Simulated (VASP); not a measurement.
Set up this calculation in VASP 6.6.1, as the native input.

```yaml
Task: single point
Functional: PBEsol
Potentials_or_basis: VASP PAW PBE potentials, release 64 (Ti_sv, Co)
Cutoff: 520 eV
k_mesh: 12 × 12 × 12
Occupations: gaussian, width 0.15 eV
Spin: collinear spin, ferromagnetic start
Starting_moments: "[0.1, 0.22, 0.22, 0.22] μB"
Fixed_moment: 0.76 μB
Dipole_correction: no
Further_INCAR_settings: ALGO = Normal; EDIFF = 1e-06; NBANDS = 32
```

The structure of TiCo3 lies in POSCAR:

```
TiCo3
1.0
    3.2921146286      0.0000000000      0.0000000000
    0.0000000000      3.2921146286      0.0000000000
    0.0000000000      0.0000000000      3.2921146286
Ti Co
1 3
Direct
    0.0000000000      0.0000000000      0.0000000000
    0.0000000000      0.5000000000      0.5000000000
    0.5000000000      0.0000000000      0.5000000000
    0.5000000000      0.5000000000      0.0000000000
```

The input as run:

INCAR

```
  ALGO = Normal
  EDIFF = 1E-6
  ENCUT = 520
  GGA = PS
  ISIF = 2
  ISMEAR = 0
  ISPIN = 2
  LASPH = True
  LCHARG = False
  LMAXMIX = 4
  LORBIT = 11
  LREAL = False
  LWAVE = False
  MAGMOM = 0.1 0.22 0.22 0.22
  NBANDS = 32
  NELM = 150
  NUPDOWN = 0.76
  PREC = Accurate
  SIGMA = 0.15
```

KPOINTS

```
k-points
0
Gamma
  12 12 12
```

Potentials or basis: VASP PAW PBE potentials, release 64 (Ti_sv, Co).

Launch:

```bash
$ cat potpaw_PBE.64/Ti_sv/POTCAR potpaw_PBE.64/Co/POTCAR > POTCAR
$ mpirun -np 1 vasp_std > vasp.out
```

Results of the run:

```
Pressure                                              : 77.3 GPa
Net moment                                            : 0.76 μB per cell
Site moments                                          : Ti -0.04; Co +0.26 μB
Valence electrons inside the program's atomic spheres : Ti 10.98; Co 8.94
```

Caveat: the cell stands under pressure; the PAW data sets were made with another functional, which shifts forces and pressure a little; the total moment is fixed, so each spin has its own Fermi level.

Wall time 3.3 min on 1 thread of Intel Xeon 8259CL, on a shared host, peak memory 0.25 GiB.
